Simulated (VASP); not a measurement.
Input of a VASP 6.6.1 run:

INCAR

```
PREC = Accurate
ENCUT = 500
EDIFF = 1E-6
ISMEAR = -1
SIGMA = 0.1
LREAL = False
LASPH = True
NELM = 120
ALGO = Normal
ISIF = 2
LWAVE = False
LCHARG = True
GGA = PE
LELF = True
LVHAR = True
NBANDS = 12
GGA_COMPAT = False
```

File KPOINTS:

```
Automatic mesh
0
Gamma
  4 4 4
```

File POSCAR:

```
V
1.0
    1.4985199052      1.4985199052      1.4985199052
   -1.4985199052      1.4985199052      1.4985199052
   -1.4985199052     -1.4985199052      1.4985199052
V
1
Direct
    0.0000000000      0.0000000000      0.0000000000
```

Potentials or basis: VASP PAW PBE potentials, release 64 (V_sv).

Command:

```sh
$ cat potpaw_PBE.64/V_sv/POTCAR > POTCAR
$ mpirun -np 1 vasp_std > vasp.out
```

Problem. What does it give for the pressure?

Solution. -0.5 GPa.

Caveat: the k points lie up to 0.74 Å⁻¹ apart.
